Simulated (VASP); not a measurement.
Set up this calculation in VASP 6.6.1, as the native input.

```
Task                   : single point
Functional             : PBE
Potentials or basis    : VASP PAW PBE potentials, release 64 (Cu, O)
Cutoff                 : 520 eV
k mesh                 : 13 × 13 × 13
Occupations            : fermi-dirac, width 0.0612256 eV
Spin                   : no spin polarisation
Dipole correction      : no
Further INCAR settings : ALGO = Normal; EDIFF = 1e-07; NBANDS = 18
```

The structure of CuO2 (fluorite type) lies in POSCAR:

```
CuO2
1.0
    0.0000000000      2.4328202944      2.4328202944
    2.4328202944      0.0000000000      2.4328202944
    2.4328202944      2.4328202944      0.0000000000
Cu O
1 2
Direct
    0.0000000000      0.0000000000      0.0000000000
    0.2500000000      0.2500000000      0.2500000000
    0.7500000000      0.7500000000      0.7500000000
```

One way to write it, as run:

INCAR

```
ALGO = Normal ; EDIFF = 1E-7
ENCUT = 520 ; GGA = PE
ISIF = 2 ; ISMEAR = -1
LASPH = T ; LCHARG = F
LREAL = F ; LWAVE = F
NBANDS = 18 ; NELM = 60
PREC = Accurate ; SIGMA = 0.06122561905347299
```

KPOINTS

```
k-points
0
Gamma
  13 13 13
```

Potentials or basis: VASP PAW PBE potentials, release 64 (Cu, O).

Launch:

```bash
$ cat potpaw_PBE.64/Cu/POTCAR potpaw_PBE.64/O/POTCAR > POTCAR
$ mpirun -np 1 vasp_std > vasp.out
```

Results of the run:

| Quantity | Value |
| --- | --- |
| Pressure | -2.7 GPa |
| Band gap on the k mesh | zero (an odd number of electrons rules out a gap without spin polarisation) |

Caveat: an odd number of electrons without spin polarisation forces a metal; a magnetic or distorted state may lie lower; semilocal functionals often make such compounds metallic where correlation or magnetic order opens a gap, which also shifts bond lengths.

It took 64 s on 1 thread of AMD EPYC 7R13 Processor (Zen 3) (shared host), peak memory 0.15 GiB.
